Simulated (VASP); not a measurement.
Input of a VASP 6.6.1 run:

INCAR

```
SYSTEM = BaHfO3
ALGO = Normal
EDIFF = 1E-6
ENCUT = 520
GGA = PE
ISIF = 2
ISMEAR = 0
LASPH = .True.
LCHARG = .False.
LREAL = .False.
LWAVE = .False.
NBANDS = 27
NELM = 80
PREC = Accurate
SIGMA = 0.01
```

File KPOINTS:

```
k-points
0
Gamma
  4 4 4
  0 0 0
```

File POSCAR:

```
BaHfO3
1.0
    4.1695700000      0.0000000000      0.0000000000
    0.0000000000      4.1695700000      0.0000000000
    0.0000000000      0.0000000000      4.1703800000
Ba Hf O
1 1 3
Direct
    0.4737546510      0.5174721774      1.0297395088
   -0.0086132745      0.0178501731      0.5290649553
    0.0019644148      0.5088614403      0.5200561416
    0.4671463383      0.0051072604      0.4943085169
   -0.0344579785      0.0185882555      1.0018772756
```

Potentials or basis: VASP PAW PBE potentials, release 64 (Ba_sv, Hf_pv, O).

Launch:

```sh
$ cat potpaw_PBE.64/Ba_sv/POTCAR potpaw_PBE.64/Hf_pv/POTCAR potpaw_PBE.64/O/POTCAR > POTCAR
$ mpirun -np 1 vasp_std > vasp.out
```

Predict the largest force.

1.322 eV/Å.

Estimate the pressure.

5.6 GPa.

What does it give for the band gap on the k mesh?

3.66 eV (least direct gap 3.89 eV).

Stress tensor (GPa, compression positive):
```
 5.40  0.03 -0.46
 0.03  4.86  0.03
-0.46  0.03  6.47
```

Caveat: the cell stands under pressure; spin-orbit coupling is left out, which moves the levels of the heavy elements; forces of over 1 eV/Å act on the atoms, so gaps and moduli don't describe the material at rest. A k mesh can miss the band edges.
